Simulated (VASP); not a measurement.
Set up this calculation in VASP 6.6.1, as the native input.

```
Task                   : single point
Functional             : PBEsol
Potentials or basis    : VASP PAW PBE potentials, release 64 (Hf_pv, N)
Cutoff                 : 520 eV
k mesh                 : 18 × 18 × 8
Occupations            : gaussian, width 0.1 eV
Spin                   : no spin polarisation
Dipole correction      : no
Further INCAR settings : ALGO = Normal; EDIFF = 1e-06; NBANDS = 23
```

The structure of HfN lies in POSCAR:

```
HfN
1.0
    3.0101940400      0.0000000000      0.0000000000
   -1.5050970200      2.6069045089      0.0000000000
    0.0000000000      0.0000000000      5.1967051186
Hf N
2 2
Direct
    0.6666666667      0.3333333333      0.7500000000
    0.3333333333      0.6666666667      0.2500000000
    0.0000000000      0.0000000000      0.0000000000
    0.0000000000      0.0000000000      0.5000000000
```

One way to write it, as run:

INCAR

```
  ALGO = Normal
  EDIFF = 1E-6
  ENCUT = 520
  GGA = PS
  ISIF = 2
  ISMEAR = 0
  LASPH = T
  LCHARG = T
  LELF = T
  LREAL = F
  LVHAR = T
  LWAVE = F
  NBANDS = 23
  NELM = 60
  PREC = Accurate
  SIGMA = 0.1
```

KPOINTS

```
k-points
0
Gamma
  18 18 8
```

Potentials or basis: VASP PAW PBE potentials, release 64 (Hf_pv, N).

The run is started by

```console
$ cat potpaw_PBE.64/Hf_pv/POTCAR potpaw_PBE.64/N/POTCAR > POTCAR
$ mpirun -np 1 vasp_std > vasp.out
```

Results of the run:

```
Pressure               : 38.0 GPa
Band gap on the k mesh : zero (bands 15 and 16 overlap by 2.74 eV)
```

Caveat: the cell stands under pressure; the PAW data sets were made with another functional, which shifts forces and pressure a little; spin-orbit coupling is left out, which moves the levels of the heavy elements.

Wall time 2.9 min on 1 thread of Intel Xeon 8259CL, with other jobs on the host, peak memory 0.28 GiB.
